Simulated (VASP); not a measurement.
# Mo (P6/mmm) in VASP: notebook

Mo is run at these levels: r2SCAN; tasks: single point.

All numbers are computed with VASP 6.6.1; they aren't measurements. Logs are shortened: lines on timing, memory, paths and dates and some standing lists are left out, and cuts for length are marked.

### Step 1. The cell of the first run

The structure is hexagonal, space group P6/mmm (No. 191). Conventional cell: a = 2.653 Å, b = 2.653 Å, c = 2.479 Å, α = 90.00°, β = 90.00°, γ = 120.00°. Mo (site symmetry 6/mmm) has 8 Mo at 2.48 to 2.65 Å within 3.3 Å.

This isn't the form of Mo at room conditions, which is bcc.

### Step 2. Single point, r2SCAN (strain -0.030 along x and y, -0.030 along z)

POSCAR

```
Mo
1.0
    2.6534450853      0.0000000000      0.0000000000
   -1.3267225426      2.2979508514      0.0000000000
    0.0000000000      0.0000000000      2.4785252790
Mo
1
Direct
    0.0000000000      0.0000000000      0.5000000000
```

INCAR.step1

```
SYSTEM = Mo
ALGO = Normal
EDIFF = 1E-4
ENCUT = 520
GGA = PE
ISMEAR = 0
LASPH = .True.
LCHARG = .False.
LREAL = .False.
LWAVE = .True.
NBANDS = 13
NELM = 100
PREC = Accurate
SIGMA = 0.15
```

INCAR.step2

```
SYSTEM = Mo
ALGO = Normal
EDIFF = 1E-6
ENCUT = 520
ISIF = 2
ISMEAR = 0
ISTART = 1
LASPH = .True.
LCHARG = .False.
LMIXTAU = .True.
LREAL = .False.
LWAVE = .False.
METAGGA = R2SCAN
NBANDS = 13
NELM = 100
PREC = Accurate
SIGMA = 0.15
```

KPOINTS

```
k-points
0
Gamma
  18 18 18
  0 0 0
```

Potentials or basis: VASP PAW PBE potentials, release 64 (Mo_sv).

On the command line:

```bash
$ cat potpaw_PBE.64/Mo_sv/POTCAR > POTCAR
$ cp INCAR.step1 INCAR
$ mpirun -np 1 vasp_std > vasp.out
$ cp INCAR.step2 INCAR
$ mpirun -np 1 vasp_std > vasp.out
```

OUTCAR:

```text
SYSTEM = Mo
   EDIFF = 1E-6
   ENCUT = 520
   ISIF = 2
   ISMEAR = 0
   ISTART = 1
   LASPH = .True.
   LREAL = .False.
   METAGGA = R2SCAN
   NELM = 100
   PREC = Accurate

 ion  position               nearest neighbor table
   1  0.000  0.000  0.500-

  LATTYP: Found a hexagonal cell.
 ALAT       =     2.6534450853
 C/A-ratio  =     0.9340782264

  Lattice vectors:

 A1 = (   2.6534450853,   0.0000000000,   0.0000000000)
 A2 = (  -1.3267225426,   2.2979508514,   0.0000000000)
 A3 = (   0.0000000000,   0.0000000000,   2.4785252790)

Analysis of symmetry for initial positions (statically):
=====================================================================
 Subroutine PRICEL returns:
 Original cell was already a primitive cell.

 Routine SETGRP: Setting up the symmetry group for a
 hexagonal supercell.

 Subroutine GETGRP returns: Found 24 space group operations
 (whereof 24 operations were pure point group operations)
 out of a pool of 24 trial point group operations.

The static configuration has the point symmetry D_6h.

Analysis of symmetry for dynamics (positions and initial velocities):
=====================================================================
 Subroutine PRICEL returns:
 Original cell was already a primitive cell.

 Routine SETGRP: Setting up the symmetry group for a
 hexagonal supercell.

 Subroutine GETGRP returns: Found 24 space group operations
 (whereof 24 operations were pure point group operations)
 out of a pool of 24 trial point group operations.

The dynamic configuration has the point symmetry D_6h.

 Subroutine INISYM returns: Found 24 space group operations
 (whereof 24 operations are pure point group operations),
 and found     1 'primitive' translations

----------------------------------------------------------------------------------------

                                     Primitive cell

  volume of cell :      15.1128

  direct lattice vectors                    reciprocal lattice vectors
     2.653445085  0.000000000  0.000000000     0.376868549  0.217585158  0.000000000
    -1.326722543  2.297950851  0.000000000     0.000000000  0.435170317  0.000000000
     0.000000000  0.000000000  2.478525279     0.000000000  0.000000000  0.403465726

  length of vectors
     2.653445085  2.653445085  2.478525279     0.435170317  0.435170317  0.403465726

  position of ions in fractional coordinates (direct lattice)
     0.000000000  0.000000000  0.500000000

  ion indices of the primitive-cell ions
   primitive index   ion index
                 1           1

----------------------------------------------------------------------------------------

 KPOINTS: k-points

Automatic generation of k-mesh.
 Grid dimensions read from file:
 generate k-points for:   18   18   18

 Generating k-lattice:

  Cartesian coordinates                     Fractional coordinates (reciprocal lattice)
     0.020937142  0.012088064  0.000000000     0.055555556 -0.000000000  0.000000000
     0.000000000  0.024176129  0.000000000     0.000000000  0.055555556  0.000000000
     0.000000000  0.000000000  0.022414763     0.000000000  0.000000000  0.055555556

  Length of vectors
     0.024176129  0.024176129  0.022414763

  Shift w.r.t. Gamma in fractional coordinates (k-lattice)
     0.000000000  0.000000000  0.000000000

 Subroutine IBZKPT returns following result:
 ===========================================

 Found    370 irreducible k-points:

 Following reciprocal coordinates:
            Coordinates               Weight
  0.000000  0.000000  0.000000      1.000000
  0.055556  0.000000  0.000000      6.000000
  0.111111  0.000000  0.000000      6.000000
  0.166667  0.000000  0.000000      6.000000
  0.222222  0.000000  0.000000      6.000000
  0.277778 -0.000000  0.000000      6.000000
[... 16 lines left out ...]
  0.333333  0.111111  0.000000     12.000000
  0.388889  0.111111  0.000000     12.000000
 [... further k-points ...]
   k-points           NKPTS =    370   k-points in BZ     NKDIM =    370   number of bands    NBANDS=     13
   number of dos      NEDOS =    301   number of ions     NIONS =      1
   total plane-waves  NPLWV =   7200
   dimension x,y,z NGX =    20 NGY =   20 NGZ =   18
   dimension x,y,z NGXF=    40 NGYF=   40 NGZF=   36
   ions per type =               1
   NGX,Y,Z   is equivalent  to a cutoff of  12.53, 12.53, 12.07 a.u.
   NGXF,Y,Z  is equivalent  to a cutoff of  25.06, 25.06, 24.15 a.u.
 SYSTEM =  Mo
   PREC   = accura    normal or accurate (medium, high low for compatibility)
   ISTART =      1    job   : 0-new  1-cont  2-samecut
   ICHARG =      0    charge: 1-file 2-atom 10-const
   ISPIN  =      1    spin polarized calculation?
   LNONCOLLINEAR =      F non collinear calculations
   LSORBIT =      F    spin-orbit coupling
   LASPH  =      T    aspherical Exc in radial PAW
   ENCUT  =  520.0 eV  38.22 Ry    6.18 a.u.   4.93  4.93  4.61*2*pi/ulx,y,z
   NELM   =    100;   NELMIN=  2; NELMDL=  0     # of ELM steps
   EDIFF  = 0.1E-05   stopping-criterion for ELM
   LREAL  =      F    real-space projection
   EDIFFG = 0.1E-04   stopping-criterion for IOM
   NSW    =      0    number of steps for IOM
   IBRION =     -1    ionic relax: 0-MD 1-quasi-New 2-CG
   NFREE  =      0    steps in history (QN), initial steepest desc. (CG)
   ISIF   =      2    stress and relaxation
   ISYM   =      2    0-nonsym 1-usesym 2-fastsym
   POTIM  = 0.5000    time-step for ionic-motion
   TEBEG  =    0.0;   TEEND  =   0.0 temperature during run
   PSTRESS=    0.0 pullay stress
   NELECT =      14.0000    total number of electrons
   NUPDOWN=      -1.0000    fix difference up-down
   EMIN   =  10.00;   EMAX   =-10.00  energy-range for DOS
   EFERMI =   0.00;   METHOD = LEGACY
   ISMEAR =     0;   SIGMA  =   0.15  broadening in eV -4-tet -1-fermi 0-gaus
   EFERMI_NEDOS =   21; number of points for ismear=-14 and -15
   IALGO  =     38    algorithm
   IMIX   =      4    mixing-type and parameters
     AMIX     =   0.40;   BMIX     =  1.00
     AMIX_MAG =   1.60;   BMIX_MAG =  1.00
  volume/ion in A,a.u.               =      15.11       101.99
  Fermi-wavevector in a.u.,A,eV,Ry     =   1.595889  3.015794 34.652173  2.546863
  Thomas-Fermi vector in A             =   2.693738
   LORBIT       =      0    0 simple, 1 ext, 2 COOP (PROOUT), +10 PAW based schemes
   METAGGA = R2SCAN    functional components
   LHFCALC =     F    Hartree Fock is set to
   AEXX    =    0.0000 exact exchange contribution
   IVDW    =     0    specifies the selected vdW correction
   LEPSILON=     F    determine dielectric tensor
   LRPA    =     F    only Hartree local field effects (RPA)
 non-spin polarized calculation
 Gauss-broadening in eV      SIGMA  =   0.15
  energy-cutoff  :      520.00
  volume of cell :       15.11
 maximum number of plane-waves:       435
 NGX is ok and might be reduce to    20
   NGX =  9   NGY =  9   NGZ =  9

 number of electron      13.9999994 magnetization

 Free energy of the ion-electron system (eV)
  ---------------------------------------------------
  ext. energy  EPLUGINS =         0.00000000
  ---------------------------------------------------
  free energy    TOTEN  =       -25.03326856 eV

  energy without entropy =      -25.02477569  energy(sigma->0) =      -25.02902212

 E-fermi :  12.9917     XC(G=0): -14.7158

 val. band max:       12.9818522205   @ k =   0.0556   0.0556   0.3333
 cond. band min:      12.9930613052   @ k =   0.2778   0.1111   0.3333
 fundamental gap:      0.0112090847
 Fermi energy:        12.9917228565

 k-point     1 :       0.0000    0.0000    0.0000
  band No.  band energies     occupation
      1     -50.0624      2.00000
      2     -22.3046      2.00000
      3     -22.3046      2.00000
      4     -22.2152      2.00000
      5       5.5546      2.00000
      6       7.7763      2.00000
      7      11.8779      2.00000
      8      11.8779      2.00000
      9      17.9504      0.00000
     10      17.9504      0.00000
     11      26.5579      0.00000
     12      30.5881      0.00000
     13      35.9261      0.00000

 k-point     2 :       0.0556    0.0000    0.0000
  band No.  band energies     occupation
      1     -50.0521      2.00000
      2     -22.3683      2.00000
      3     -22.3185      2.00000
      4     -22.2086      2.00000
      5       5.6975      2.00000
      6       7.8389      2.00000
      7      11.7265      2.00000
      8      12.0092      2.00000
      9      17.7881      0.00000
     10      17.9245      0.00000
     11      26.8978      0.00000
     12      30.8738      0.00000
     13      35.0813      0.00000

 k-point     3 :       0.1111    0.0000    0.0000
  band No.  band energies     occupation
      1     -50.0223      2.00000
      2     -22.5498      2.00000
      3     -22.3584      2.00000
      4     -22.1898      2.00000
      5       6.0981      2.00000
      6       8.0231      2.00000
      7      11.3438      2.00000
      8      12.3979      2.00000
      9      17.3512      0.00000
     10      17.8509      0.00000
     11      27.8257      0.00000
     12      31.6705      0.00000
     13      33.4672      0.00000
[... 305 lines left out ...]
 k-point    23 :       0.3333    0.1111    0.0000
  band No.  band energies     occupation
      1     -49.7388      2.00000
      2     -23.9939      2.00000
      3     -22.8402      2.00000
      4     -22.0131      2.00000
      5       8.0093      2.00000
      6       9.1309      2.00000
      7      12.3821      2.00000
      8      14.6325      0.00000
      9      16.9324      0.00000
     10      17.8529      0.00000
     11      25.5090      0.00000
     12      27.8452      0.00000
     13      32.4239      0.00000

 k-point    24 :       0.3889    0.1111    0.0000
  band No.  band energies     occupation
      1     -49.7091      2.00000
      2     -24.1311      2.00000
      3     -22.8891      2.00000
      4     -21.9948      2.00000
      5       7.8228      2.00000
      6       9.3405      2.00000
      7      13.1544      0.12515
      8      14.4171      0.00000
      9      16.8418      0.00000
     10      18.6759      0.00000
     11      24.7569      0.00000
     12      27.0683      0.00000
     13      31.8042      0.00000

 [... further k-points ...]

------------------------ aborting loop because EDIFF is reached ----------------------------------------

  FORCE on cell =-STRESS in cart. coord.  units (eV):
  Direction    XX          YY          ZZ          XY          YZ          ZX
  --------------------------------------------------------------------------------------
  -------------------------------------------------------------------------------------
  Total        2.7158944      2.7158944      2.0702714      0.0000000     -0.0000000      0.0000000
  in kB      287.9249255    287.9249255    219.4793564      0.0000000     -0.0000000      0.0000000
  external PRESSURE =     265.1097358 kB  Pullay stress =       0.0000000 kB

 VOLUME and BASIS-vectors are now :
 -----------------------------------------------------------------------------
  energy-cutoff  :      520.00
  volume of cell :       15.11
      direct lattice vectors                 reciprocal lattice vectors
     2.653445085  0.000000000  0.000000000     0.376868549  0.217585158  0.000000000
    -1.326722543  2.297950851  0.000000000     0.000000000  0.435170317  0.000000000
     0.000000000  0.000000000  2.478525279     0.000000000  0.000000000  0.403465726

 POSITION                                       TOTAL-FORCE (eV/Angst)
 -----------------------------------------------------------------------------------
      0.00000      0.00000      1.23926         0.000000      0.000000      0.000000
 -----------------------------------------------------------------------------------
    total drift:                               -0.000000      0.000000      0.000000

  FREE ENERGIE OF THE ION-ELECTRON SYSTEM (eV)
  ---------------------------------------------------
  free  energy   TOTEN  =       -25.0332685553 eV

  energy  without entropy=      -25.0247756905  energy(sigma->0) =      -25.02902212
```

Wall time 91 s (1 thread of Intel Xeon 6975P-C (Granite Rapids), shared host); peak memory 0.18 GiB.

Results:

```
Free energy            : -25.0333 eV
Pressure               : 26.5 GPa
Band gap on the k mesh : zero (bands 7 and 8 overlap by 2.34 eV)
```

Stress tensor (GPa, compression positive):
```
28.79  0.00  0.00
 0.00 28.79  0.00
 0.00  0.00 21.95
```

Caveat: the cell differs from its parent crystal (strain -0.030 along x and y, -0.030 along z); the stress differs along the axes, from 22 to 29 GPa; the PAW data sets were made with another functional, which shifts forces and pressure a little.

### Step 3. Single point, r2SCAN (strain -0.030 along x and y, +0.000 along z)

POSCAR, as its differences from that of step 2:

```diff
@@ -4,3 +4,3 @@
    -1.3267225426      2.2979508514      0.0000000000
-    0.0000000000      0.0000000000      2.4785252790
+    0.0000000000      0.0000000000      2.5551807000
 Mo
```

INCAR.step1

```
SYSTEM = Mo
ALGO     = Normal         ! electronic algorithm
EDIFF    = 1E-4           ! SCF threshold, eV
ENCUT    = 520            ! plane-wave cutoff, eV
GGA      = PE             ! functional
ISMEAR   = 0              ! smearing method
LASPH    = .True.         ! aspherical terms in the spheres
LCHARG   = .False.        ! write CHGCAR
LREAL    = .False.        ! projectors in reciprocal space
LWAVE    = .True.         ! write WAVECAR
NBANDS   = 13             ! bands
NELM     = 80             ! most SCF steps
PREC     = Accurate       ! precision mode
SIGMA    = 0.15           ! smearing width, eV
```

INCAR.step2

```
SYSTEM = Mo
ALGO     = Normal         ! electronic algorithm
EDIFF    = 1E-6           ! SCF threshold, eV
ENCUT    = 520            ! plane-wave cutoff, eV
ISIF     = 2              ! what is computed and relaxed
ISMEAR   = 0              ! smearing method
ISTART   = 1            
LASPH    = .True.         ! aspherical terms in the spheres
LCHARG   = .False.        ! write CHGCAR
LMIXTAU  = .True.       
LREAL    = .False.        ! projectors in reciprocal space
LWAVE    = .False.        ! write WAVECAR
METAGGA  = R2SCAN         ! meta-GGA
NBANDS   = 13             ! bands
NELM     = 80             ! most SCF steps
PREC     = Accurate       ! precision mode
SIGMA    = 0.15           ! smearing width, eV
```

KPOINTS is that of step 2.

Potentials or basis: VASP PAW PBE potentials, release 64 (Mo_sv).

On the command line:

```bash
$ cat potpaw_PBE.64/Mo_sv/POTCAR > POTCAR
$ cp INCAR.step1 INCAR
$ mpirun -np 1 vasp_std > vasp.out
$ cp INCAR.step2 INCAR
$ mpirun -np 1 vasp_std > vasp.out
```

OUTCAR:

```text
SYSTEM = Mo
   EDIFF = 1E-6
   ENCUT = 520
   ISIF = 2
   ISMEAR = 0
   ISTART = 1
   LASPH = .True.
   LREAL = .False.
   METAGGA = R2SCAN
   NELM = 80
   PREC = Accurate

 ion  position               nearest neighbor table
   1  0.000  0.000  0.500-

  LATTYP: Found a hexagonal cell.
 ALAT       =     2.6534450853
 C/A-ratio  =     0.9629672437

  Lattice vectors:

 A1 = (   2.6534450853,   0.0000000000,   0.0000000000)
 A2 = (  -1.3267225426,   2.2979508514,   0.0000000000)
 A3 = (   0.0000000000,   0.0000000000,   2.5551807000)

Analysis of symmetry for initial positions (statically):
=====================================================================
 Subroutine PRICEL returns:
 Original cell was already a primitive cell.

 Routine SETGRP: Setting up the symmetry group for a
 hexagonal supercell.

 Subroutine GETGRP returns: Found 24 space group operations
 (whereof 24 operations were pure point group operations)
 out of a pool of 24 trial point group operations.

The static configuration has the point symmetry D_6h.

Analysis of symmetry for dynamics (positions and initial velocities):
[... 171 lines left out ...]
      5       5.1559      2.00000
      6       7.5137      2.00000
      7      11.4999      2.00000
      8      11.4999      2.00000
      9      17.1799      0.00000
     10      17.1799      0.00000
     11      26.3051      0.00000
     12      28.9941      0.00000
     13      35.5199      0.00000
[... 354 lines left out ...]
  band No.  band energies     occupation
      1     -50.1566      2.00000
      2     -24.5765      2.00000
      3     -23.3460      2.00000
      4     -22.6914      2.00000
      5       7.4880      2.00000
      6       9.1477      2.00000
      7      12.7710      0.16236
      8      13.4870      0.00000
      9      16.0206      0.00000
     10      18.2029      0.00000
     11      24.1597      0.00000
     12      26.5796      0.00000
     13      30.8625      0.00000

 [... further k-points ...]

------------------------ aborting loop because EDIFF is reached ----------------------------------------

  FORCE on cell =-STRESS in cart. coord.  units (eV):
  Direction    XX          YY          ZZ          XY          YZ          ZX
  --------------------------------------------------------------------------------------
  -------------------------------------------------------------------------------------
  Total        2.3719529      2.3719529      0.4121948      0.0000000      0.0000000     -0.0000000
  in kB      243.9181843    243.9181842     42.3877813      0.0000000      0.0000000     -0.0000000
  external PRESSURE =     176.7413833 kB  Pullay stress =       0.0000000 kB

 VOLUME and BASIS-vectors are now :
 -----------------------------------------------------------------------------
  energy-cutoff  :      520.00
  volume of cell :       15.58
      direct lattice vectors                 reciprocal lattice vectors
     2.653445085  0.000000000  0.000000000     0.376868549  0.217585158  0.000000000
    -1.326722543  2.297950851  0.000000000     0.000000000  0.435170317  0.000000000
     0.000000000  0.000000000  2.555180700     0.000000000  0.000000000  0.391361754

 POSITION                                       TOTAL-FORCE (eV/Angst)
 -----------------------------------------------------------------------------------
      0.00000      0.00000      1.27759         0.000000      0.000000      0.000000
 -----------------------------------------------------------------------------------
    total drift:                               -0.000000      0.000000     -0.000000

  FREE ENERGIE OF THE ION-ELECTRON SYSTEM (eV)
  ---------------------------------------------------
  free  energy   TOTEN  =       -25.0711397047 eV

  energy  without entropy=      -25.0639315752  energy(sigma->0) =      -25.06753564
```

Wall time 100 s (1 thread of Intel Xeon 6975P-C (Granite Rapids), shared host); peak memory 0.18 GiB.

Results:

```yaml
Free_energy: -25.0711 eV
Pressure: 17.7 GPa
Band_gap_on_the_k_mesh: zero (bands 7 and 8 overlap by 1.97 eV)
```

Stress tensor (GPa, compression positive):
```
24.39  0.00  0.00
 0.00 24.39  0.00
 0.00  0.00  4.24
```

Caveat: the cell differs from its parent crystal (strain -0.030 along x and y, +0.000 along z); the stress differs along the axes, from 4 to 24 GPa; the PAW data sets were made with another functional, which shifts forces and pressure a little.

(Continued in part 2 of 2.)

The gap in the log of VASP goes by the Fermi energy; the results here count the filled bands.